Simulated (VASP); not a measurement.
Wanted: the native input for a VASP 6.6.1 run.

| Property | Result |
| --- | --- |
| Task | single point |
| Functional | PBEsol |
| Potentials or basis | VASP PAW PBE potentials, release 64 (Hf_pv, Si) |
| Cutoff | 520 eV |
| k mesh | 4 × 4 × 4 |
| Occupations | gaussian, width 0.1 eV |
| Spin | no spin polarisation |
| Dipole correction | no |
| Further INCAR settings | ALGO = Fast; EDIFF = 1e-06; NBANDS = 33 |

The structure of Hf2Si lies in POSCAR:

```
Hf2Si
1.0
   -3.2753522240      3.2753522240      2.5828233930
    3.2753522240     -3.2753522240      2.5828233930
    3.2753522240      3.2753522240     -2.5828233930
Hf Si
4 2
Direct
    0.8435136200      0.6564863800      0.5000000000
    0.3435136200      0.8435136200      0.1870272400
    0.1564863800      0.3435136200      0.5000000000
    0.6564863800      0.1564863800      0.8129727600
    0.7500000000      0.7500000000      0.0000000000
    0.2500000000      0.2500000000      0.0000000000
```

These files were run (other wordings do the same):

INCAR

```
SYSTEM = Hf2Si
ALGO     = Fast           ! electronic algorithm
EDIFF    = 1E-6           ! SCF threshold, eV
ENCUT    = 520            ! plane-wave cutoff, eV
GGA      = PS             ! functional
ISIF     = 2              ! what is computed and relaxed
ISMEAR   = 0              ! smearing method
LASPH    = .TRUE.         ! aspherical terms in the spheres
LCHARG   = .FALSE.        ! write CHGCAR
LREAL    = .FALSE.        ! projectors in reciprocal space
LWAVE    = .FALSE.        ! write WAVECAR
NBANDS   = 33             ! bands
NELM     = 80             ! most SCF steps
PREC     = Accurate       ! precision mode
SIGMA    = 0.1            ! smearing width, eV
```

KPOINTS

```
k-points
0
G
  4 4 4
  0 0 0
```

Potentials or basis: VASP PAW PBE potentials, release 64 (Hf_pv, Si).

Run with:

```sh
$ cat potpaw_PBE.64/Hf_pv/POTCAR potpaw_PBE.64/Si/POTCAR > POTCAR
$ mpirun -np 1 vasp_std > vasp.out
```

Results of the run:

| Quantity | Value |
| --- | --- |
| Pressure | -2.7 GPa |
| Largest force | 0.092 eV/Å |
| Band gap on the k mesh | zero (band 24 reaches 6.29 eV, above the bottom of band 25 at 5.89 eV) |

Caveat: the k points lie up to 0.39 Å⁻¹ apart; the PAW data sets were made with another functional, which shifts forces and pressure a little; spin-orbit coupling is left out, which moves the levels of the heavy elements.

Wall time 28 s on 1 thread of Intel(R) Xeon(R) 6975P-C (Granite Rapids), on a shared host, peak memory 0.24 GiB.
